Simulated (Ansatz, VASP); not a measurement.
## Cu in VASP and in Ansatz

Contents of INCAR:

```
  PREC = Accurate
  ENCUT = 520
  EDIFF = 1E-6
  ISMEAR = 0
  SIGMA = 0.15
  LREAL = F
  LASPH = T
  NELM = 100
  ALGO = Fast
  ISIF = 2
  LWAVE = F
  LCHARG = F
  NBANDS = 12
```

File KPOINTS:

```
Automatic mesh
0
Gamma
  24 24 24
```

Contents of POSCAR:

```
Cu
1.0
   -1.3892284186      1.3892284186      1.4724432009
    1.3892284186     -1.3892284186      1.4724432009
    1.3892284186      1.3892284186     -1.4724432009
Cu
1
Direct
    0.0000000000      0.0000000000      0.0000000000
```

Input for Ansatz:

```yaml
crystal:
  lattice:
    - [-1.3892284186, 1.3892284186, 1.4724432009]
    - [1.3892284186, -1.3892284186, 1.4724432009]
    - [1.3892284186, 1.3892284186, -1.4724432009]
  atoms:
    - { symbol: Cu, position: [0.0, 0.0, 0.0] }
basis:
  ecutwfc: 520.0
kpoints:
  mp_grid: { grid: [24, 24, 24] }
hamiltonian:
  xc: lda
  pseudopotentials: { kind: paw, azcp: { folder: soft_1 } }
scf:
  occupations: { method: gaussian, width: 0.15 }
output:
  forces: true
  stress: true
  eigenvalues: true
```

Alike in both runs: task single point; functional LDA; k mesh 24 × 24 × 24; occupations gaussian, width 0.15 eV; no spin polarisation.

|  | VASP | Ansatz |
| --- | --- | --- |
| version | VASP 6.6.1 | Ansatz 0.2.0 |
| potentials or method | VASP PAW LDA potentials, release 64 (Cu), cutoff 520 eV | scalar-relativistic, plane waves, PAW |
| valence electrons in the cell | 11 | 19 |

```tsv
	VASP	Ansatz	Ansatz less VASP
gap on the k mesh at the Fermi level (eV)	none	none	-
pressure (GPa)	-5.7	-6.7	-1.01
traceless stress, the component that is largest in VASP (GPa)	0.75	0.75	-0.001
```

Ansatz warns that its potentials were made for another functional, while VASP's fit it. LDA's correlation is that of Perdew and Zunger in VASP and of Perdew and Wang (1992) in Ansatz. A gap of «none» marks a metal or a gap that the smearing closes. VASP's potentials hold 11 valence electrons a cell and Ansatz's 19, so a difference there can come from the potentials and not from the codes.
